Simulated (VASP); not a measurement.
# Cr (R-3m) in VASP: single point with PBE

Aim: the single point of Cr with PBE.

Everything below comes from runs of VASP 6.6.1. Logs are shortened: lines on timing, memory, paths and dates and some standing lists are left out, and cuts for length are marked.

### Step 1. The cell of the first run

It takes space group R-3m (No. 166, trigonal). The conventional cell has a = 2.495 Å, b = 2.495 Å, c = 19.870 Å, α = 90.00°, β = 90.00°, γ = 120.00°. Cr (site symmetry -3m) has 12 Cr at 2.49 to 2.63 Å within 3.3 Å. Cr (site symmetry 3m) has 12 Cr at 2.49 to 2.64 Å within 3.3 Å.

### Step 2. Single point, PBE

Input file INCAR:

```
ALGO = Normal
EDIFF = 1E-6
ENCUT = 520
GGA = PE
ISIF = 2
ISMEAR = 0
LASPH = T
LCHARG = F
LREAL = F
LWAVE = F
NBANDS = 25
NELM = 100
PREC = Accurate
SIGMA = 0.1
```

Input file KPOINTS:

```
k-points
0
Gamma
  21 21 21
```

Input file POSCAR:

```
Cr
1.0
    1.2474372167      0.7202082129      6.6234599468
   -1.2474372167      0.7202082129      6.6234599468
    0.0000000000     -1.4404164258      6.6234599468
Cr
3
Direct
    0.0000000000      0.0000000000      0.0000000000
    0.2223976525      0.2223976525      0.2223976525
    0.7776023475      0.7776023475      0.7776023475
```

Potentials or basis: VASP PAW PBE potentials, release 64 (Cr_pv).

Launch:

```sh
$ cat potpaw_PBE.64/Cr_pv/POTCAR > POTCAR
$ mpirun -np 1 vasp_std > vasp.out
```

OUTCAR:

```text
EDIFF = 1E-6
   ENCUT = 520
   GGA = PE
   ISIF = 2
   ISMEAR = 0
   LASPH = T
   LREAL = F
   NELM = 100
   PREC = Accurate

 ion  position               nearest neighbor table
   1  0.000  0.000  0.000-   3 2.63   3 2.63   2 2.63   2 2.63   3 2.63   2 2.63
   2  0.222  0.222  0.222-   1 2.63   1 2.63   1 2.63   3 2.64   3 2.64   3 2.64
   3  0.778  0.778  0.778-   1 2.63   1 2.63   1 2.63   2 2.64   2 2.64   2 2.64

  LATTYP: Found a trigonal (rhomboedric) cell.
 ALAT       =     6.7782756765
 COS(alpha) =     0.9322625359

  Lattice vectors:

 A1 = (   1.2474372167,   0.7202082129,   6.6234599468)
 A2 = (  -1.2474372167,   0.7202082129,   6.6234599468)
 A3 = (   0.0000000000,  -1.4404164258,   6.6234599468)

Analysis of symmetry for initial positions (statically):
=====================================================================
 Subroutine PRICEL returns:
 Original cell was already a primitive cell.

 Routine SETGRP: Setting up the symmetry group for a
 trigonal (rhombohedral) supercell.

 Subroutine GETGRP returns: Found 12 space group operations
 (whereof 12 operations were pure point group operations)
 out of a pool of 12 trial point group operations.

The static configuration has the point symmetry D_3d.

Analysis of symmetry for dynamics (positions and initial velocities):
=====================================================================
 Subroutine PRICEL returns:
 Original cell was already a primitive cell.

 Routine SETGRP: Setting up the symmetry group for a
 trigonal (rhombohedral) supercell.

 Subroutine GETGRP returns: Found 12 space group operations
 (whereof 12 operations were pure point group operations)
 out of a pool of 12 trial point group operations.

The dynamic configuration has the point symmetry D_3d.

 Subroutine INISYM returns: Found 12 space group operations
 (whereof 12 operations are pure point group operations),
 and found     1 'primitive' translations

----------------------------------------------------------------------------------------

                                     Primitive cell

  volume of cell :      35.7037

  direct lattice vectors                    reciprocal lattice vectors
     1.247437217  0.720208213  6.623459947     0.400821775  0.231414560  0.050326164
    -1.247437217  0.720208213  6.623459947    -0.400821775  0.231414560  0.050326164
[... 83 lines left out ...]
   LSORBIT =      F    spin-orbit coupling
   LASPH  =      T    aspherical Exc in radial PAW
   ENCUT  =  520.0 eV  38.22 Ry    6.18 a.u.  12.60 12.60 12.60*2*pi/ulx,y,z
   NELM   =    100;   NELMIN=  2; NELMDL= -5     # of ELM steps
   EDIFF  = 0.1E-05   stopping-criterion for ELM
   LREAL  =      F    real-space projection
   EDIFFG = 0.1E-04   stopping-criterion for IOM
   NSW    =      0    number of steps for IOM
   IBRION =     -1    ionic relax: 0-MD 1-quasi-New 2-CG
   NFREE  =      0    steps in history (QN), initial steepest desc. (CG)
   ISIF   =      2    stress and relaxation
   ISYM   =      2    0-nonsym 1-usesym 2-fastsym
   POTIM  = 0.5000    time-step for ionic-motion
   TEBEG  =    0.0;   TEEND  =   0.0 temperature during run
   PSTRESS=    0.0 pullay stress
   NELECT =      36.0000    total number of electrons
   NUPDOWN=      -1.0000    fix difference up-down
   EMIN   =  10.00;   EMAX   =-10.00  energy-range for DOS
   EFERMI =   0.00;   METHOD = LEGACY
   ISMEAR =     0;   SIGMA  =   0.10  broadening in eV -4-tet -1-fermi 0-gaus
   EFERMI_NEDOS =   21; number of points for ismear=-14 and -15
   IALGO  =     38    algorithm
   IMIX   =      4    mixing-type and parameters
     AMIX     =   0.40;   BMIX     =  1.00
     AMIX_MAG =   1.60;   BMIX_MAG =  1.00
  volume/ion in A,a.u.               =      11.90        80.31
  Fermi-wavevector in a.u.,A,eV,Ry     =   1.641615  3.102203 36.666345  2.694900
  Thomas-Fermi vector in A             =   2.732056
   LORBIT       =      0    0 simple, 1 ext, 2 COOP (PROOUT), +10 PAW based schemes
   GGA     = PE    functional components
   LHFCALC =     F    Hartree Fock is set to
   AEXX    =    0.0000 exact exchange contribution
   IVDW    =     0    specifies the selected vdW correction
   LEPSILON=     F    determine dielectric tensor
   LRPA    =     F    only Hartree local field effects (RPA)
 non-spin polarized calculation
 Gauss-broadening in eV      SIGMA  =   0.10
  energy-cutoff  :      520.00
  volume of cell :       35.70
 maximum number of plane-waves:       982
   NGX = 25   NGY = 25   NGZ = 25

 number of electron      36.0000004 magnetization

 Free energy of the ion-electron system (eV)
  ---------------------------------------------------
  ext. energy  EPLUGINS =         0.00000000
  ---------------------------------------------------
  free energy    TOTEN  =       -27.37121716 eV

  energy without entropy =      -27.34606902  energy(sigma->0) =      -27.35864309

 E-fermi :  10.3907     XC(G=0): -13.4801

 val. band max:       10.3890426410   @ k =  -0.4762   0.0952   0.0476
 cond. band min:      10.3912402717   @ k =  -0.4762   0.4762   0.4286
 fundamental gap:      0.0021976307
 Fermi energy:        10.3907291324

 k-point     1 :       0.0000    0.0000    0.0000
  band No.  band energies     occupation
      1     -32.7073      2.00000
      2     -32.7054      2.00000
      3     -32.1876      2.00000
      4     -32.0455      2.00000
      5     -32.0455      2.00000
      6     -32.0342      2.00000
[... 661 lines left out ...]
     24      12.9966      0.00000
     25      13.2854      0.00000

 [... further k-points ...]

------------------------ aborting loop because EDIFF is reached ----------------------------------------

  FORCE on cell =-STRESS in cart. coord.  units (eV):
  Direction    XX          YY          ZZ          XY          YZ          ZX
  --------------------------------------------------------------------------------------
  -------------------------------------------------------------------------------------
  Total       -0.1068637     -0.1068637     -0.0759280      0.0000000      0.0000000      0.0000000
  in kB       -4.7954325     -4.7954325     -3.4072148      0.0000000      0.0000000      0.0000000
  external PRESSURE =      -4.3326933 kB  Pullay stress =       0.0000000 kB

 VOLUME and BASIS-vectors are now :
 -----------------------------------------------------------------------------
  energy-cutoff  :      520.00
  volume of cell :       35.70
      direct lattice vectors                 reciprocal lattice vectors
     1.247437217  0.720208213  6.623459947     0.400821775  0.231414560  0.050326164
    -1.247437217  0.720208213  6.623459947    -0.400821775  0.231414560  0.050326164
     0.000000000 -1.440416426  6.623459947     0.000000000 -0.462829120  0.050326164

 POSITION                                       TOTAL-FORCE (eV/Angst)
 -----------------------------------------------------------------------------------
      0.00000      0.00000      0.00000         0.000000      0.000000     -0.000000
      0.00000      0.00000      4.41913         0.000000      0.000000      0.001688
      0.00000      0.00000     15.45125         0.000000      0.000000     -0.001688
 -----------------------------------------------------------------------------------
    total drift:                               -0.000000     -0.000000      0.000000

  FREE ENERGIE OF THE ION-ELECTRON SYSTEM (eV)
  ---------------------------------------------------
  free  energy   TOTEN  =       -27.3712171625 eV

  energy  without entropy=      -27.3460690239  energy(sigma->0) =      -27.35864309
```

OSZICAR:

```text
N       E                     dE             d eps       ncg     rms          rms(c)
DAV:   1     0.411674667648E+03    0.41167E+03   -0.20553E+04 44606   0.178E+03
DAV:   2    -0.135349115573E+02   -0.42521E+03   -0.41563E+03 45097   0.523E+02
DAV:   3    -0.316258402802E+02   -0.18091E+02   -0.17501E+02 52858   0.124E+02
DAV:   4    -0.320727110361E+02   -0.44687E+00   -0.44296E+00 51793   0.185E+01
DAV:   5    -0.320860713121E+02   -0.13360E-01   -0.13350E-01 57715   0.310E+00    0.211E+01
DAV:   6    -0.274500166313E+02    0.46361E+01   -0.29058E+01 47445   0.507E+01    0.295E+00
DAV:   7    -0.274035926646E+02    0.46424E-01   -0.39466E-01 53465   0.655E+00    0.173E+00
DAV:   8    -0.274855333584E+02   -0.81941E-01   -0.73633E-01 60759   0.891E+00    0.380E+00
DAV:   9    -0.273714264305E+02    0.11411E+00   -0.56524E-01 62247   0.626E+00    0.273E-01
DAV:  10    -0.273712315586E+02    0.19487E-03   -0.89645E-03 50873   0.855E-01    0.138E-01
DAV:  11    -0.273712325946E+02   -0.10360E-05   -0.77432E-04 61191   0.264E-01    0.543E-02
DAV:  12    -0.273712245700E+02    0.80247E-05   -0.82175E-05 59885   0.112E-01    0.169E-02
DAV:  13    -0.273712175094E+02    0.70606E-05   -0.76506E-06 52909   0.305E-02    0.452E-03
DAV:  14    -0.273712171625E+02    0.34682E-06   -0.37751E-07 24393   0.725E-03
   1 F= -.27371217E+02 E0= -.27358643E+02  d E =-.251481E-01
```

Run time: 51 min. Hardware: 1 thread of Intel Xeon 6975P-C (Granite Rapids), shared host; peak memory 0.79 GiB.

Results:

* Free energy: -27.3712 eV
* Pressure: -0.4 GPa
* Band gap on the k mesh: zero (bands 18 and 19 overlap by 1.14 eV)

Stress tensor (GPa, compression positive):
```
-0.48  0.00  0.00
 0.00 -0.48  0.00
 0.00  0.00 -0.34
```

Levels at points of the mesh, in eV from the Fermi level:
| k point | band 16 | band 17 | band 18 | band 19 | band 20 | band 21 |
| --- | --- | --- | --- | --- | --- | --- |
| (0.00, 0.00, 0.00) | -0.40 | -0.40 | -0.31 | -0.31 | -0.09 | -0.09 |

Caveat: the run has no spin polarisation, though such a crystal can be magnetic.
